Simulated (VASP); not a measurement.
Write the native input for VASP 6.6.1 that does the following.

| Quantity | Value |
| --- | --- |
| Task | single point |
| Functional | PBE |
| Potentials or basis | VASP PAW PBE potentials, release 64 (Cd, Se) |
| Cutoff | 520 eV |
| k mesh | 6 × 6 × 6 |
| Occupations | gaussian, width 0.01 eV |
| Spin | no spin polarisation |
| Dipole correction | no |
| Further INCAR settings | ALGO = Normal; EDIFF = 1e-06; NBANDS = 16 |

The structure of CdSe lies in POSCAR:

```
CdSe
1.0
    0.0000000000      3.0702710000      3.0702710000
    3.0702710000      0.0000000000      3.0702710000
    3.0702710000      3.0702710000      0.0000000000
Cd Se
1 1
Direct
    0.0325704148     -0.0325704148      0.0325704148
    0.7500000000      0.7500000000      0.7500000000
```

One way to write it, as run:

INCAR

```
SYSTEM = CdSe
ALGO     = Normal         ! electronic algorithm
EDIFF    = 1E-6           ! SCF threshold, eV
ENCUT    = 520            ! plane-wave cutoff, eV
GGA      = PE             ! functional
ISIF     = 2              ! what is computed and relaxed
ISMEAR   = 0              ! smearing method
LASPH    = .TRUE.         ! aspherical terms in the spheres
LCHARG   = .FALSE.        ! write CHGCAR
LREAL    = .FALSE.        ! projectors in reciprocal space
LWAVE    = .FALSE.        ! write WAVECAR
NBANDS   = 16             ! bands
NELM     = 100            ! most SCF steps
PREC     = Accurate       ! precision mode
SIGMA    = 0.01           ! smearing width, eV
```

KPOINTS

```
k-points
0
G
  6 6 6
  0 0 0
```

Potentials or basis: VASP PAW PBE potentials, release 64 (Cd, Se).

Command:

```bash
$ cat potpaw_PBE.64/Cd/POTCAR potpaw_PBE.64/Se/POTCAR > POTCAR
$ mpirun -np 1 vasp_std > vasp.out
```

Results of the run:

```yaml
Pressure: 2.3 GPa
Largest_force: 0.904 eV/Å
Band_gap_on_the_k_mesh: 0.53 eV, direct
```

Run time: 57 s on 1 thread of AMD EPYC 7R13, with other jobs on the host, peak memory 0.17 GiB.
